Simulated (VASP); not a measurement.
# SnTe (P6_3/mmc) in VASP: notebook, part 2 of 2

VASP 6.6.1. Earlier steps stand in the parts before.

### 4 Single point, r2SCAN (39.16 Å³/atom)

This run uses another cell than the first one, of 39.16 Å³/atom.

POSCAR

```
SnTe
1.0
    5.3334740979      0.0000000000      0.0000000000
   -2.6667370489      4.6189240592      0.0000000000
    0.0000000000      0.0000000000      6.3590381971
Sn Te
2 2
Direct
    0.3333333333      0.6666666667      0.2500000000
    0.6666666667      0.3333333333      0.7500000000
    0.6666666667      0.3333333333      0.2500000000
    0.3333333333      0.6666666667      0.7500000000
```

INCAR.step1

```
SYSTEM = SnTe
PREC     = Accurate       ! precision mode
ENCUT    = 520            ! plane-wave cutoff, eV
ISMEAR   = 0              ! smearing method
SIGMA    = 0.01           ! smearing width, eV
LREAL    = .FALSE.        ! projectors in reciprocal space
LASPH    = .TRUE.         ! aspherical terms in the spheres
NELM     = 80             ! most SCF steps
NBANDS   = 28             ! bands
GGA      = PE             ! functional
ALGO     = Normal         ! electronic algorithm
EDIFF    = 1E-4           ! SCF threshold, eV
LWAVE    = .TRUE.         ! write WAVECAR
LCHARG   = .FALSE.        ! write CHGCAR
```

INCAR.step2

```
SYSTEM = SnTe
PREC     = Accurate       ! precision mode
ENCUT    = 520            ! plane-wave cutoff, eV
EDIFF    = 1E-6           ! SCF threshold, eV
ISMEAR   = 0              ! smearing method
SIGMA    = 0.01           ! smearing width, eV
LREAL    = .FALSE.        ! projectors in reciprocal space
LASPH    = .TRUE.         ! aspherical terms in the spheres
NELM     = 80             ! most SCF steps
ALGO     = Normal         ! electronic algorithm
ISIF     = 2              ! what is computed and relaxed
LWAVE    = .FALSE.        ! write WAVECAR
LCHARG   = .FALSE.        ! write CHGCAR
METAGGA  = R2SCAN         ! meta-GGA
LMIXTAU  = .TRUE.       
NBANDS   = 28             ! bands
ISTART   = 1
```

KPOINTS

```
regular mesh
0
G
  6 6 4
  0 0 0
```

Potentials or basis: VASP PAW PBE potentials, release 64 (Sn_d, Te).

Started as:

```console
$ cat potpaw_PBE.64/Sn_d/POTCAR potpaw_PBE.64/Te/POTCAR > POTCAR
$ cp INCAR.step1 INCAR
$ mpirun -np 1 vasp_std > vasp.out
$ cp INCAR.step2 INCAR
$ mpirun -np 1 vasp_std > vasp.out
```

OUTCAR:

```text
SYSTEM = SnTe
   PREC = Accurate
   ENCUT = 520
   EDIFF = 1E-6
   ISMEAR = 0
   LREAL = .FALSE.
   LASPH = .TRUE.
   NELM = 80
   ISIF = 2
   METAGGA = R2SCAN
   ISTART = 1

 ion  position               nearest neighbor table
   1  0.333  0.667  0.250-   3 3.08   3 3.08   3 3.08   4 3.18   4 3.18
   2  0.667  0.333  0.750-   4 3.08   4 3.08   4 3.08   3 3.18   3 3.18
   3  0.667  0.333  0.250-   1 3.08   1 3.08   1 3.08   2 3.18   2 3.18
   4  0.333  0.667  0.750-   2 3.08   2 3.08   2 3.08   1 3.18   1 3.18

  LATTYP: Found a hexagonal cell.
 ALAT       =     5.3334740979
 C/A-ratio  =     1.1922881935

  Lattice vectors:

 A1 = (   5.3334740979,   0.0000000000,   0.0000000000)
 A2 = (  -2.6667370489,   4.6189240592,   0.0000000000)
 A3 = (   0.0000000000,   0.0000000000,   6.3590381971)

Analysis of symmetry for initial positions (statically):
=====================================================================
 Subroutine PRICEL returns:
 Original cell was already a primitive cell.

 Routine SETGRP: Setting up the symmetry group for a
 hexagonal supercell.
[... 167 lines left out ...]

  energy without entropy =     -100.74908122  energy(sigma->0) =     -100.74908122

 E-fermi :   4.8739     XC(G=0):  -8.7687

 val. band max:        4.8254245123   @ k =   0.3333   0.3333   0.5000
 cond. band min:       5.2121922942   @ k =   0.1667   0.0000   0.0000
 fundamental gap:      0.3867677820
 Fermi energy:         4.8738899250

 k-point     1 :       0.0000    0.0000    0.0000
  band No.  band energies     occupation
      1     -17.9051      2.00000
      2     -17.9051      2.00000
      3     -17.9047      2.00000
      4     -17.9046      2.00000
      5     -17.9036      2.00000
      6     -17.8871      2.00000
[... 640 lines left out ...]
     27       9.8648      0.00000
     28       9.8648      0.00000

------------------------ aborting loop because EDIFF is reached ----------------------------------------

  FORCE on cell =-STRESS in cart. coord.  units (eV):
  Direction    XX          YY          ZZ          XY          YZ          ZX
  --------------------------------------------------------------------------------------
  -------------------------------------------------------------------------------------
  Total        1.0229673      1.0229673      1.0879327      0.0000000      0.0000000     -0.0000000
  in kB       10.4623652     10.4623652     11.1267969      0.0000000      0.0000000     -0.0000000
  external PRESSURE =      10.6838425 kB  Pullay stress =       0.0000000 kB

 VOLUME and BASIS-vectors are now :
 -----------------------------------------------------------------------------
  energy-cutoff  :      520.00
  volume of cell :      156.65
      direct lattice vectors                 reciprocal lattice vectors
     5.333474098  0.000000000  0.000000000     0.187495051  0.108250318  0.000000000
    -2.666737049  4.618924059  0.000000000     0.000000000  0.216500637  0.000000000
     0.000000000  0.000000000  6.359038197     0.000000000  0.000000000  0.157256486

 POSITION                                       TOTAL-FORCE (eV/Angst)
 -----------------------------------------------------------------------------------
     -0.00000      3.07928      1.58976         0.000000     -0.000000      0.000000
      2.66674      1.53964      4.76928        -0.000000     -0.000000      0.000000
      2.66674      1.53964      1.58976         0.000000     -0.000000      0.000000
     -0.00000      3.07928      4.76928        -0.000000      0.000000      0.000000
 -----------------------------------------------------------------------------------
    total drift:                                0.000000     -0.000000      0.000000

  FREE ENERGIE OF THE ION-ELECTRON SYSTEM (eV)
  ---------------------------------------------------
  free  energy   TOTEN  =      -100.7490812161 eV

  energy  without entropy=     -100.7490812161  energy(sigma->0) =     -100.74908122
```

It took 2 min on 1 thread of Intel Xeon 6975P-C (Granite Rapids), shared host; peak memory 0.33 GiB.

Results:

| Item | Value |
| --- | --- |
| Free energy | -100.7491 eV |
| Pressure | 1.1 GPa |
| Band gap on the k mesh | 0.39 eV (least direct gap 0.45 eV) |

Caveat: the PAW data sets were made with another functional, which shifts forces and pressure a little; spin-orbit coupling is left out, which moves the levels of the heavy elements. A k mesh can miss the band edges.

### 5 Summary

| level | cell | gap on the mesh (eV) | pressure (GPa) |
| --- | --- | --- | --- |
| PBE | a = 5.526, b = 5.526, c = 6.599 Å, angles 90.0, 90.0, 120.0°, 4 atoms | 0.59 | -1.6 |
| r2SCAN | a = 5.278, b = 5.278, c = 6.293 Å, angles 90.0, 90.0, 120.0°, 4 atoms | 0.25 | 2.3 |
| r2SCAN | a = 5.333, b = 5.333, c = 6.359 Å, angles 90.0, 90.0, 120.0°, 4 atoms | 0.39 | 1.1 |

Alike in all rows: task single point; potentials or basis VASP PAW PBE potentials, release 64 (Sn_d, Te); no spin polarisation; k mesh 6 × 6 × 4; cutoff (eV) 520; smearing gaussian 0.01 eV.

Caveats: spin-orbit coupling is left out, which moves the levels of the heavy elements; the PAW data sets were made with another functional, which shifts forces and pressure a little (at least some runs).

Total energies depend on the potentials used, so only differences within one code and one set of settings carry meaning.
